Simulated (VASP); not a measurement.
# Fe2Ge (P6_3/mmc) in VASP: single point with PBEsol

Aim: the single point of Fe2Ge with PBEsol.

Everything below comes from runs of VASP 6.6.1. Logs are shortened: lines on timing, memory, paths and dates and some standing lists are left out, and cuts for length are marked.

## 1. The cell of the first run

The structure is hexagonal, space group P6_3/mmc (No. 194). Conventional cell: a = 4.133 Å, b = 4.133 Å, c = 5.009 Å, α = 90.00°, β = 90.00°, γ = 120.00°. Within 3.2 Å of Ge (site symmetry -6m2) lie 11 Fe at 2.39 to 2.69 Å. Within 3.2 Å of Fe (site symmetry -6m2) lie 5 Ge at 2.39 to 2.50 Å and 6 Fe at 2.69 Å. Fe (site symmetry -3m) has 8 Fe at 2.50 to 2.69 Å and 6 Ge at 2.69 Å within 3.3 Å.

## 2. Single point, PBEsol, collinear spin, ferromagnetic start

INCAR reads:

```
PREC     = Accurate       # precision mode
ENCUT    = 600            # plane-wave cutoff, eV
EDIFF    = 1E-6           # SCF threshold, eV
ISMEAR   = -1             # smearing method
SIGMA    = 0.05           # smearing width, eV
LREAL    = F              # projectors in reciprocal space
LASPH    = T              # aspherical terms in the spheres
NELM     = 200            # most SCF steps
ALGO     = Normal         # electronic algorithm
ISIF     = 2              # what is computed and relaxed
LWAVE    = F              # write WAVECAR
LCHARG   = T              # write CHGCAR
ISPIN    = 2              # spin polarisation
MAGMOM   = 0 0 3 3 3 3    # initial moments
LORBIT   = 11             # projections on sites
LMAXMIX  = 4              # l up to which the mixer works
GGA      = PS             # functional
LELF     = T              # ELF
LVHAR    = T            
NBANDS   = 43             # bands
GGA_COMPAT= F
```

KPOINTS reads:

```
regular mesh
0
Gamma
  6 6 5
```

POSCAR reads:

```
Fe2Ge
1.0
    4.1328681392      0.0000000000      0.0000000000
   -2.0664340696      3.5791687991      0.0000000000
    0.0000000000      0.0000000000      5.0087520000
Ge Fe
2 4
Direct
    0.3333333333      0.6666666667      0.7500000000
    0.6666666667      0.3333333333      0.2500000000
    0.3333333333      0.6666666667      0.2500000000
    0.6666666667      0.3333333333      0.7500000000
    0.0000000000      0.0000000000      0.5000000000
    0.0000000000      0.0000000000      0.0000000000
```

Potentials or basis: VASP PAW PBE potentials, release 64 (Ge_d, Fe).

The run is started by

```console
$ cat potpaw_PBE.64/Ge_d/POTCAR potpaw_PBE.64/Fe/POTCAR > POTCAR
$ mpirun -np 1 vasp_std > vasp.out
```

OUTCAR:

```text
PREC = Accurate
   ENCUT = 600
   EDIFF = 1E-6
   ISMEAR = -1
   LREAL = F
   LASPH = T
   NELM = 200
   ISIF = 2
   ISPIN = 2
   LORBIT = 11
   GGA = PS

 ion  position               nearest neighbor table
   1  0.333  0.667  0.750-   4 2.39   4 2.39   4 2.39   3 2.50   3 2.50   5 2.69   6 2.69   6 2.69
                             5 2.69   6 2.69   5 2.69
   2  0.667  0.333  0.250-   3 2.39   3 2.39   3 2.39   4 2.50   4 2.50   5 2.69   6 2.69   5 2.69
                             6 2.69   5 2.69   6 2.69
   3  0.333  0.667  0.250-   2 2.39   2 2.39   2 2.39   1 2.50   1 2.50   5 2.69   6 2.69   6 2.69
                             5 2.69   6 2.69   5 2.69
   4  0.667  0.333  0.750-   1 2.39   1 2.39   1 2.39   2 2.50   2 2.50   5 2.69   6 2.69   5 2.69
                             6 2.69   5 2.69   6 2.69
   5  0.000  0.000  0.500-   6 2.50   6 2.50   3 2.69   4 2.69   1 2.69   2 2.69   2 2.69   4 2.69
                             1 2.69   3 2.69   2 2.69   4 2.69   1 2.69   3 2.69
   6  0.000  0.000  0.000-   5 2.50   5 2.50   3 2.69   4 2.69   1 2.69   2 2.69   2 2.69   4 2.69
                             1 2.69   3 2.69   2 2.69   4 2.69   1 2.69   3 2.69

  LATTYP: Found a hexagonal cell.
 ALAT       =     4.1328681392
 C/A-ratio  =     1.2119312379

  Lattice vectors:

 A1 = (   4.1328681392,   0.0000000000,   0.0000000000)
 A2 = (  -2.0664340696,   3.5791687991,   0.0000000000)
 A3 = (   0.0000000000,   0.0000000000,   5.0087520000)

Analysis of symmetry for initial positions (statically):
=====================================================================
 Subroutine PRICEL returns:
 Original cell was already a primitive cell.

 Routine SETGRP: Setting up the symmetry group for a
 hexagonal supercell.

 Subroutine GETGRP returns: Found 24 space group operations
 (whereof 12 operations were pure point group operations)
 out of a pool of 24 trial point group operations.

The static configuration has the point symmetry D_3d.
 The point group associated with its full space group is D_6h.

Analysis of symmetry for dynamics (positions and initial velocities):
=====================================================================
 Subroutine PRICEL returns:
 Original cell was already a primitive cell.

 Routine SETGRP: Setting up the symmetry group for a
 hexagonal supercell.

 Subroutine GETGRP returns: Found 24 space group operations
 (whereof 12 operations were pure point group operations)
 out of a pool of 24 trial point group operations.

The dynamic configuration has the point symmetry D_3d.
 The point group associated with its full space group is D_6h.

Analysis of structural, dynamic, and magnetic symmetry:
=====================================================================
 Subroutine PRICEL returns:
 Original cell was already a primitive cell.

 Routine SETGRP: Setting up the symmetry group for a
 hexagonal supercell.

 Subroutine GETGRP returns: Found 24 space group operations
 (whereof 12 operations were pure point group operations)
 out of a pool of 24 trial point group operations.

The overall configuration has the point symmetry D_3d.
 The point group associated with its full space group is D_6h.

 Subroutine INISYM returns: Found 24 space group operations
 (whereof 12 operations are pure point group operations),
 and found     1 'primitive' translations

----------------------------------------------------------------------------------------

                                     Primitive cell

  volume of cell :      74.0906

  direct lattice vectors                    reciprocal lattice vectors
     4.132868139  0.000000000  0.000000000     0.241962716  0.139697239  0.000000000
    -2.066434070  3.579168799  0.000000000     0.000000000  0.279394478  0.000000000
     0.000000000  0.000000000  5.008752000     0.000000000  0.000000000  0.199650532

  length of vectors
     4.132868139  4.132868139  5.008752000     0.279394478  0.279394478  0.199650532

  position of ions in fractional coordinates (direct lattice)
     0.333333333  0.666666667  0.750000000
     0.666666667  0.333333333  0.250000000
     0.333333333  0.666666667  0.250000000
     0.666666667  0.333333333  0.750000000
     0.000000000  0.000000000  0.500000000
     0.000000000  0.000000000  0.000000000

  ion indices of the primitive-cell ions
   primitive index   ion index
                 1           1
                 2           2
                 3           3
                 4           4
                 5           5
                 6           6

----------------------------------------------------------------------------------------

 KPOINTS: regular mesh

Automatic generation of k-mesh.
 Grid dimensions read from file:
 generate k-points for:    6    6    5

 Generating k-lattice:

  Cartesian coordinates                     Fractional coordinates (reciprocal lattice)
     0.040327119  0.023282873  0.000000000     0.166666667  0.000000000  0.000000000
     0.000000000  0.046565746  0.000000000     0.000000000  0.166666667  0.000000000
     0.000000000  0.000000000  0.039930106     0.000000000  0.000000000  0.200000000

  Length of vectors
     0.046565746  0.046565746  0.039930106

  Shift w.r.t. Gamma in fractional coordinates (k-lattice)
     0.000000000  0.000000000  0.000000000

 Subroutine IBZKPT returns following result:
 ===========================================

 Found     21 irreducible k-points:

 Following reciprocal coordinates:
            Coordinates               Weight
  0.000000  0.000000  0.000000      1.000000
  0.166667 -0.000000  0.000000      6.000000
  0.333333 -0.000000  0.000000      6.000000
  0.500000  0.000000  0.000000      3.000000
  0.166667  0.166667  0.000000      6.000000
  0.333333  0.166667  0.000000     12.000000
[... 13 lines left out ...]
  0.333333  0.166667  0.400000     24.000000
  0.333333  0.333333  0.400000      4.000000
   k-points           NKPTS =     21   k-points in BZ     NKDIM =     21   number of bands    NBANDS=     43
   number of dos      NEDOS =    301   number of ions     NIONS =      6
   total plane-waves  NPLWV =  51840
   dimension x,y,z NGX =    36 NGY =   36 NGZ =   40
   dimension x,y,z NGXF=    72 NGYF=   72 NGZF=   80
   ions per type =               2   4
   NGX,Y,Z   is equivalent  to a cutoff of  14.48, 14.48, 13.28 a.u.
   NGXF,Y,Z  is equivalent  to a cutoff of  28.96, 28.96, 26.55 a.u.
 SYSTEM =  unknown system
   PREC   = accura    normal or accurate (medium, high low for compatibility)
   ISTART =      0    job   : 0-new  1-cont  2-samecut
   ICHARG =      2    charge: 1-file 2-atom 10-const
   ISPIN  =      2    spin polarized calculation?
   LNONCOLLINEAR =      F non collinear calculations
   LSORBIT =      F    spin-orbit coupling
   LASPH  =      T    aspherical Exc in radial PAW
   ENCUT  =  600.0 eV  44.10 Ry    6.64 a.u.   8.25  8.25 10.00*2*pi/ulx,y,z
   NELM   =    200;   NELMIN=  2; NELMDL= -5     # of ELM steps
   EDIFF  = 0.1E-05   stopping-criterion for ELM
   LREAL  =      F    real-space projection
   EDIFFG = 0.1E-04   stopping-criterion for IOM
   NSW    =      0    number of steps for IOM
   IBRION =     -1    ionic relax: 0-MD 1-quasi-New 2-CG
   NFREE  =      0    steps in history (QN), initial steepest desc. (CG)
   ISIF   =      2    stress and relaxation
   ISYM   =      2    0-nonsym 1-usesym 2-fastsym
   POTIM  = 0.5000    time-step for ionic-motion
   TEBEG  =    0.0;   TEEND  =   0.0 temperature during run
   PSTRESS=    0.0 pullay stress
   NELECT =      60.0000    total number of electrons
   NUPDOWN=      -1.0000    fix difference up-down
   EMIN   =  10.00;   EMAX   =-10.00  energy-range for DOS
   EFERMI =   0.00;   METHOD = LEGACY
   ISMEAR =    -1;   SIGMA  =   0.05  broadening in eV -4-tet -1-fermi 0-gaus
   EFERMI_NEDOS =   21; number of points for ismear=-14 and -15
   IALGO  =     38    algorithm
   IMIX   =      4    mixing-type and parameters
     AMIX     =   0.40;   BMIX     =  1.00
     AMIX_MAG =   1.60;   BMIX_MAG =  1.00
  volume/ion in A,a.u.               =      12.35        83.33
  Fermi-wavevector in a.u.,A,eV,Ry     =   1.525940  2.883609 31.681074  2.328493
  Thomas-Fermi vector in A             =   2.634042
   LORBIT       =     11    0 simple, 1 ext, 2 COOP (PROOUT), +10 PAW based schemes
   GGA     = PS    functional components
   LHFCALC =     F    Hartree Fock is set to
   AEXX    =    0.0000 exact exchange contribution
   IVDW    =     0    specifies the selected vdW correction
   LEPSILON=     F    determine dielectric tensor
   LRPA    =     F    only Hartree local field effects (RPA)
 spin polarized calculation
  energy-cutoff  :      600.00
  volume of cell :       74.09
 maximum number of plane-waves:      2492
 NGX is ok and might be reduce to    36
   NGX = 17   NGY = 17   NGZ = 21

 number of electron      60.0000000 magnetization      12.0000000

 number of electron      60.0000004 magnetization       8.0157646

 Free energy of the ion-electron system (eV)
  ---------------------------------------------------
  ext. energy  EPLUGINS =         0.00000000
  ---------------------------------------------------
  free energy    TOTEN  =       -46.05353809 eV

  energy without entropy =      -46.00841456  energy(sigma->0) =      -46.03097633

 E-fermi :   7.5254     XC(G=0): -13.1125

 val. band max:        7.5248410302   @ k =   0.3333   0.3333   0.2000
 cond. band min:       7.5421694480   @ k =   0.0000   0.0000   0.2000
 fundamental gap:      0.0173284178
 Fermi energy:         7.5253667248

 spin component 1

 k-point     1 :       0.0000    0.0000    0.0000
  band No.  band energies     occupation
      1     -17.0399      1.00000
      2     -17.0332      1.00000
      3     -17.0090      1.00000
      4     -17.0090      1.00000
      5     -16.9898      1.00000
      6     -16.9898      1.00000
[... 34 lines left out ...]
     41      12.0573      0.00000
     42      12.0573      0.00000
[... 858 lines left out ...]
      1     -17.0291      1.00000
      2     -17.0291      1.00000
      3     -17.0025      1.00000
      4     -16.9953      1.00000
      5     -16.9926      1.00000
      6     -16.9926      1.00000
[... 34 lines left out ...]
     41      14.9678      0.00000
     42      15.1522      0.00000
 Fermi energy:         7.5253667248

 spin component 2

 k-point     1 :       0.0000    0.0000    0.0000
  band No.  band energies     occupation
      1     -17.0524      1.00000
      2     -17.0458      1.00000
      3     -17.0266      1.00000
      4     -17.0266      1.00000
      5     -17.0015      1.00000
      6     -17.0015      1.00000
[... 34 lines left out ...]
     41      12.2340      0.00000
     42      12.2340      0.00000
[... 858 lines left out ...]
      1     -17.0421      1.00000
      2     -17.0421      1.00000
      3     -17.0200      1.00000
      4     -17.0099      1.00000
      5     -17.0099      1.00000
      6     -17.0086      1.00000
[... 34 lines left out ...]
     41      15.5517      0.00000
     42      15.8008      0.00000
 [bands above 42 left out]

------------------------ aborting loop because EDIFF is reached ----------------------------------------

  FORCE on cell =-STRESS in cart. coord.  units (eV):
  Direction    XX          YY          ZZ          XY          YZ          ZX
  --------------------------------------------------------------------------------------
  -------------------------------------------------------------------------------------
  Total       -3.6108788     -3.6108788     -3.6630109      0.0000000     -0.0000000     -0.0000000
  in kB      -78.0836722    -78.0836722    -79.2110067      0.0000000     -0.0000000     -0.0000000
  external PRESSURE =     -78.4594504 kB  Pullay stress =       0.0000000 kB

 VOLUME and BASIS-vectors are now :
 -----------------------------------------------------------------------------
  energy-cutoff  :      600.00
  volume of cell :       74.09
      direct lattice vectors                 reciprocal lattice vectors
     4.132868139  0.000000000  0.000000000     0.241962716  0.139697239  0.000000000
    -2.066434070  3.579168799  0.000000000     0.000000000  0.279394478  0.000000000
     0.000000000  0.000000000  5.008752000     0.000000000  0.000000000  0.199650532

 POSITION                                       TOTAL-FORCE (eV/Angst)
 -----------------------------------------------------------------------------------
     -0.00000      2.38611      3.75656         0.000000     -0.000000      0.000000
      2.06643      1.19306      1.25219        -0.000000      0.000000      0.000000
     -0.00000      2.38611      1.25219        -0.000000      0.000000      0.000000
      2.06643      1.19306      3.75656         0.000000     -0.000000      0.000000
      0.00000      0.00000      2.50438         0.000000      0.000000      0.000000
      0.00000      0.00000      0.00000         0.000000      0.000000      0.000000
 -----------------------------------------------------------------------------------
    total drift:                                0.000000     -0.000000      0.000000

  FREE ENERGIE OF THE ION-ELECTRON SYSTEM (eV)
  ---------------------------------------------------
  free  energy   TOTEN  =       -46.0535380913 eV

  energy  without entropy=      -46.0084145592  energy(sigma->0) =      -46.03097633

 total charge

# of ion       s       p       d       tot
------------------------------------------
    1        1.087   1.310  10.108  12.505
    2        1.087   1.310  10.108  12.505
    3        0.421   0.491   6.465   7.376
    4        0.421   0.491   6.465   7.376
    5        0.392   0.474   6.259   7.124
    6        0.392   0.474   6.259   7.124
--------------------------------------------------
tot          3.798   4.550  45.663  54.011

 magnetization (x)

# of ion       s       p       d       tot
------------------------------------------
    1       -0.007  -0.079   0.005  -0.081
    2       -0.007  -0.079   0.005  -0.081
    3        0.011   0.004   1.621   1.636
    4        0.011   0.004   1.621   1.636
    5       -0.001   0.004   2.438   2.440
    6       -0.001   0.004   2.438   2.440
--------------------------------------------------
tot          0.005  -0.142   8.127   7.990
```

Run time: 5 min. Hardware: 1 thread of Oxide Virtual Turin-like, shared host; peak memory 0.29 GiB.

Results:

```yaml
Free_energy: -46.0535 eV
Pressure: -7.8 GPa
Band_gap_on_the_k_mesh: zero (filled and empty bands overlap)
Net_moment: 8.02 μB per cell
Site_moments: Ge -0.08; Fe +1.64, +2.44 (each value once) μB
Valence_electrons_inside_the_program's_atomic_spheres: Ge 12.51; Fe 7.38, 7.12 (each value once)
```

Caveat: the cell stands under tension; the PAW data sets were made with another functional, which shifts forces and pressure a little.
